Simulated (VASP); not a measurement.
# Li (P6_3/mmc) in VASP: a series of runs

Li is run at these levels: LDA; tasks: single point.

Everything below comes from runs of VASP 6.6.1. Logs are shortened: lines on timing, memory, paths and dates and some standing lists are left out, and cuts for length are marked.

**1. The cell of the first run**

The structure is hexagonal, space group P6_3/mmc (No. 194). The conventional cell has a = 3.065 Å, b = 3.065 Å, c = 4.921 Å, α = 90.00°, β = 90.00°, γ = 120.00°. Within 4.0 Å of Li (site symmetry -6m2) lie 12 Li at 3.03 to 3.07 Å.

**2. Single point, LDA**

INCAR reads:

```
PREC     = Accurate       # precision mode
ENCUT    = 520            # plane-wave cutoff, eV
EDIFF    = 1E-6           # SCF threshold, eV
ISMEAR   = 1              # smearing method
SIGMA    = 0.2            # smearing width, eV
LREAL    = F              # projectors in reciprocal space
LASPH    = T              # aspherical terms in the spheres
NELM     = 80             # most SCF steps
ALGO     = Normal         # electronic algorithm
ISIF     = 2              # what is computed and relaxed
LWAVE    = F              # write WAVECAR
LCHARG   = T              # write CHGCAR
LELF     = T              # ELF
LVHAR    = T            
NBANDS   = 10             # bands
```

KPOINTS reads:

```
regular mesh
0
Gamma
  4 4 2
```

POSCAR reads:

```
Li
1.0
    3.0653324032      0.0000000000      0.0000000000
   -1.5326662016      2.6546606281      0.0000000000
    0.0000000000      0.0000000000      4.9207792858
Li
2
Direct
    0.3333333333      0.6666666667      0.2500000000
    0.6666666667      0.3333333333      0.7500000000
```

Potentials or basis: VASP PAW LDA potentials, release 64 (Li_sv).

Command:

```
$ cat potpaw_LDA.64/Li_sv/POTCAR > POTCAR
$ mpirun -np 1 vasp_std > vasp.out
```

OUTCAR:

```text
PREC = Accurate
   ENCUT = 520
   EDIFF = 1E-6
   ISMEAR = 1
   LREAL = F
   LASPH = T
   NELM = 80
   ISIF = 2

 ion  position               nearest neighbor table
   1  0.333  0.667  0.250-
   2  0.667  0.333  0.750-

  LATTYP: Found a hexagonal cell.
 ALAT       =     3.0653324032
 C/A-ratio  =     1.6053003846

  Lattice vectors:

 A1 = (   3.0653324032,   0.0000000000,   0.0000000000)
 A2 = (  -1.5326662016,   2.6546606281,   0.0000000000)
 A3 = (   0.0000000000,   0.0000000000,   4.9207792858)

Analysis of symmetry for initial positions (statically):
=====================================================================
 Subroutine PRICEL returns:
 Original cell was already a primitive cell.

 Routine SETGRP: Setting up the symmetry group for a
 hexagonal supercell.

 Subroutine GETGRP returns: Found 24 space group operations
 (whereof 12 operations were pure point group operations)
 out of a pool of 24 trial point group operations.

The static configuration has the point symmetry D_3d.
 The point group associated with its full space group is D_6h.

Analysis of symmetry for dynamics (positions and initial velocities):
=====================================================================
 Subroutine PRICEL returns:
 Original cell was already a primitive cell.

 Routine SETGRP: Setting up the symmetry group for a
 hexagonal supercell.

 Subroutine GETGRP returns: Found 24 space group operations
 (whereof 12 operations were pure point group operations)
 out of a pool of 24 trial point group operations.

The dynamic configuration has the point symmetry D_3d.
 The point group associated with its full space group is D_6h.

 Subroutine INISYM returns: Found 24 space group operations
 (whereof 12 operations are pure point group operations),
 and found     1 'primitive' translations

----------------------------------------------------------------------------------------

                                     Primitive cell

  volume of cell :      40.0424

  direct lattice vectors                    reciprocal lattice vectors
     3.065332403  0.000000000  0.000000000     0.326228894  0.188347992  0.000000000
    -1.532666202  2.654660628  0.000000000     0.000000000  0.376695985  0.000000000
     0.000000000  0.000000000  4.920779286     0.000000000  0.000000000  0.203219844

  length of vectors
     3.065332403  3.065336643  4.920779286     0.376696506  0.376695985  0.203219844

  position of ions in fractional coordinates (direct lattice)
     0.333333333  0.666666667  0.250000000
     0.666666667  0.333333333  0.750000000

  ion indices of the primitive-cell ions
   primitive index   ion index
                 1           1
                 2           2

----------------------------------------------------------------------------------------

 KPOINTS: regular mesh

Automatic generation of k-mesh.
 Grid dimensions read from file:
 generate k-points for:    4    4    2

 Generating k-lattice:

  Cartesian coordinates                     Fractional coordinates (reciprocal lattice)
     0.081557224  0.047086998  0.000000000     0.250000000  0.000000000  0.000000000
     0.000000000  0.094173996  0.000000000     0.000000000  0.250000000  0.000000000
     0.000000000  0.000000000  0.101609922     0.000000000  0.000000000  0.500000000

  Length of vectors
     0.094174126  0.094173996  0.101609922

  Shift w.r.t. Gamma in fractional coordinates (k-lattice)
     0.000000000  0.000000000  0.000000000

 Subroutine IBZKPT returns following result:
 ===========================================

 Found      8 irreducible k-points:

 Following reciprocal coordinates:
            Coordinates               Weight
  0.000000  0.000000  0.000000      1.000000
  0.250000  0.000000  0.000000      6.000000
  0.500000  0.000000  0.000000      3.000000
  0.250000  0.250000  0.000000      6.000000
  0.000000  0.000000  0.500000      1.000000
  0.250000  0.000000  0.500000      6.000000
  0.500000  0.000000  0.500000      3.000000
  0.250000  0.250000  0.500000      6.000000
   k-points           NKPTS =      8   k-points in BZ     NKDIM =      8   number of bands    NBANDS=     10
   number of dos      NEDOS =    301   number of ions     NIONS =      2
   total plane-waves  NPLWV =  23040
   dimension x,y,z NGX =    24 NGY =   24 NGZ =   40
   dimension x,y,z NGXF=    48 NGYF=   48 NGZF=   80
   ions per type =               2
   NGX,Y,Z   is equivalent  to a cutoff of  13.02, 13.02, 13.51 a.u.
   NGXF,Y,Z  is equivalent  to a cutoff of  26.03, 26.03, 27.03 a.u.
 SYSTEM =  unknown system
   PREC   = accura    normal or accurate (medium, high low for compatibility)
   ISTART =      0    job   : 0-new  1-cont  2-samecut
   ICHARG =      2    charge: 1-file 2-atom 10-const
   ISPIN  =      1    spin polarized calculation?
   LNONCOLLINEAR =      F non collinear calculations
   LSORBIT =      F    spin-orbit coupling
   LASPH  =      T    aspherical Exc in radial PAW
   ENCUT  =  520.0 eV  38.22 Ry    6.18 a.u.   5.70  5.70  9.15*2*pi/ulx,y,z
   NELM   =     80;   NELMIN=  2; NELMDL= -5     # of ELM steps
   EDIFF  = 0.1E-05   stopping-criterion for ELM
   LREAL  =      F    real-space projection
   EDIFFG = 0.1E-04   stopping-criterion for IOM
   NSW    =      0    number of steps for IOM
   IBRION =     -1    ionic relax: 0-MD 1-quasi-New 2-CG
   NFREE  =      0    steps in history (QN), initial steepest desc. (CG)
   ISIF   =      2    stress and relaxation
   ISYM   =      2    0-nonsym 1-usesym 2-fastsym
   POTIM  = 0.5000    time-step for ionic-motion
   TEBEG  =    0.0;   TEEND  =   0.0 temperature during run
   PSTRESS=    0.0 pullay stress
   NELECT =       6.0000    total number of electrons
   NUPDOWN=      -1.0000    fix difference up-down
   EMIN   =  10.00;   EMAX   =-10.00  energy-range for DOS
   EFERMI =   0.00;   METHOD = LEGACY
   ISMEAR =     1;   SIGMA  =   0.20  broadening in eV -4-tet -1-fermi 0-gaus
   EFERMI_NEDOS =   21; number of points for ismear=-14 and -15
   IALGO  =     38    algorithm
   IMIX   =      4    mixing-type and parameters
     AMIX     =   0.40;   BMIX     =  1.00
     AMIX_MAG =   1.60;   BMIX_MAG =  1.00
  volume/ion in A,a.u.               =      20.02       135.11
  Fermi-wavevector in a.u.,A,eV,Ry     =   0.869531  1.643175 10.287151  0.756084
  Thomas-Fermi vector in A             =   1.988367
   LORBIT       =      0    0 simple, 1 ext, 2 COOP (PROOUT), +10 PAW based schemes
   GGA     = CA    functional components
   LHFCALC =     F    Hartree Fock is set to
   AEXX    =    0.0000 exact exchange contribution
   IVDW    =     0    specifies the selected vdW correction
   LEPSILON=     F    determine dielectric tensor
   LRPA    =     F    only Hartree local field effects (RPA)
 non-spin polarized calculation
 Methfessel and Paxton  Order N= 1 SIGMA  =   0.20
  energy-cutoff  :      520.00
  volume of cell :       40.04
 maximum number of plane-waves:      1087
 NGX is ok and might be reduce to    24
   NGX = 11   NGY = 11   NGZ = 19

 number of electron       5.9999994 magnetization

 Free energy of the ion-electron system (eV)
  ---------------------------------------------------
  ext. energy  EPLUGINS =         0.00000000
  ---------------------------------------------------
  free energy    TOTEN  =        -4.08865654 eV

  energy without entropy =       -4.08815678  energy(sigma->0) =       -4.08848996

 E-fermi :   1.0289     XC(G=0):  -7.1754

 val. band max:        0.6983378441   @ k =   0.0000   0.0000   0.0000
 cond. band min:       1.1407715264   @ k =   0.2500   0.2500   0.5000
 fundamental gap:      0.4424336823
 Fermi energy:         1.0288674701

 k-point     1 :       0.0000    0.0000    0.0000
  band No.  band energies     occupation
      1     -44.9889      2.00000
      2     -44.9665      2.00000
      3      -2.8743      2.00000
      4       0.6983      2.04131
      5       3.7761     -0.00000
      6      12.7936      0.00000
      7      12.7936      0.00000
      8      14.2541      0.00000
      9      14.2541      0.00000
     10      15.2577      0.00000

 k-point     2 :       0.2500    0.0000    0.0000
  band No.  band energies     occupation
      1     -44.9795      2.00000
      2     -44.9628      2.00000
      3      -1.9034      2.00000
      4       1.9979     -0.00000
      5       3.9131     -0.00000
      6       7.8954      0.00000
      7      10.0854      0.00000
      8      12.1621      0.00000
      9      12.4360      0.00000
     10      14.1324      0.00000

 k-point     3 :       0.5000    0.0000    0.0000
  band No.  band energies     occupation
      1     -44.9683      2.00000
      2     -44.9610      2.00000
      3       0.5109      2.00154
      4       1.6613     -0.00007
      5       5.3234      0.00000
      6       6.5678      0.00000
      7       7.0077      0.00000
      8       8.6377      0.00000
      9       8.8606      0.00000
     10      13.1563      0.00000

 k-point     4 :       0.2500    0.2500    0.0000
  band No.  band energies     occupation
      1     -44.9683      2.00000
      2     -44.9609      2.00000
      3       0.0561      2.00000
      4       3.7497     -0.00000
      5       4.3717     -0.00000
      6       4.5474     -0.00000
      7       7.2434      0.00000
      8       9.1358      0.00000
      9      10.9152      0.00000
     10      11.4152      0.00000

 k-point     5 :       0.0000    0.0000    0.5000
  band No.  band energies     occupation
      1     -44.9776      2.00000
      2     -44.9776      2.00000
      3      -1.7487      2.00000
      4      -1.7487      2.00000
      5       8.9085      0.00000
      6       8.9085      0.00000
      7      13.7315      0.00000
      8      13.7315      0.00000
      9      13.7315      0.00000
     10      13.7315      0.00000

 k-point     6 :       0.2500    0.0000    0.5000
  band No.  band energies     occupation
      1     -44.9711      2.00000
      2     -44.9711      2.00000
      3      -0.7600      2.00000
      4      -0.7600      2.00000
      5       8.1112      0.00000
      6       8.1112      0.00000
      7      10.3824      0.00000
      8      10.3824      0.00000
      9      11.4686      0.00000
     10      11.4686      0.00000

 k-point     7 :       0.5000    0.0000    0.5000
  band No.  band energies     occupation
      1     -44.9646      2.00000
      2     -44.9646      2.00000
      3       1.2838     -0.07020
      4       1.2838     -0.07020
      5       4.1787     -0.00000
      6       4.1787     -0.00000
      7      10.2816      0.00000
      8      10.2816      0.00000
      9      11.9014      0.00000
     10      11.9014      0.00000

 k-point     8 :       0.2500    0.2500    0.5000
  band No.  band energies     occupation
      1     -44.9646      2.00000
      2     -44.9646      2.00000
      3       1.1408      0.19796
      4       1.1408      0.19796
      5       5.2379      0.00000
      6       5.2379      0.00000
      7       7.5934      0.00000
      8       7.5934      0.00000
      9      11.9970      0.00000
     10      11.9970      0.00000

------------------------ aborting loop because EDIFF is reached ----------------------------------------

  FORCE on cell =-STRESS in cart. coord.  units (eV):
  Direction    XX          YY          ZZ          XY          YZ          ZX
  --------------------------------------------------------------------------------------
  -------------------------------------------------------------------------------------
  Total       -0.1843595     -0.1843602     -0.3867955      0.0000000     -0.0000000      0.0000000
  in kB       -7.3765905     -7.3766178    -15.4764548      0.0000000     -0.0000000      0.0000000
  external PRESSURE =     -10.0765544 kB  Pullay stress =       0.0000000 kB

 VOLUME and BASIS-vectors are now :
 -----------------------------------------------------------------------------
  energy-cutoff  :      520.00
  volume of cell :       40.04
      direct lattice vectors                 reciprocal lattice vectors
     3.065332403  0.000000000  0.000000000     0.326228894  0.188347992  0.000000000
    -1.532666202  2.654660628  0.000000000     0.000000000  0.376695985  0.000000000
     0.000000000  0.000000000  4.920779286     0.000000000  0.000000000  0.203219844

 POSITION                                       TOTAL-FORCE (eV/Angst)
 -----------------------------------------------------------------------------------
     -0.00000      1.76977      1.23019         0.000000      0.000000      0.000000
      1.53267      0.88489      3.69058        -0.000000     -0.000000      0.000000
 -----------------------------------------------------------------------------------
    total drift:                               -0.000000      0.000000     -0.000000

  FREE ENERGIE OF THE ION-ELECTRON SYSTEM (eV)
  ---------------------------------------------------
  free  energy   TOTEN  =        -4.0886565438 eV

  energy  without entropy=       -4.0881567796  energy(sigma->0) =       -4.08848996
```

Wall time 4.3 s (1 thread of Intel Xeon Platinum 8488C (Sapphire Rapids), shared host); peak memory 0.13 GiB.

Results:

| Property | Result |
| --- | --- |
| Free energy | -4.0887 eV |
| Band gap on the k mesh | zero (band 3 reaches 1.28 eV, above the bottom of band 4 at -1.75 eV) |

Caveat: the k points lie up to 0.64 Å⁻¹ apart; the cutoff is under 1.25 times the usual one of these potentials, so pressure, stress and relaxed cells hold a basis-set (Pulay) error.

[end of part 1 of 3]
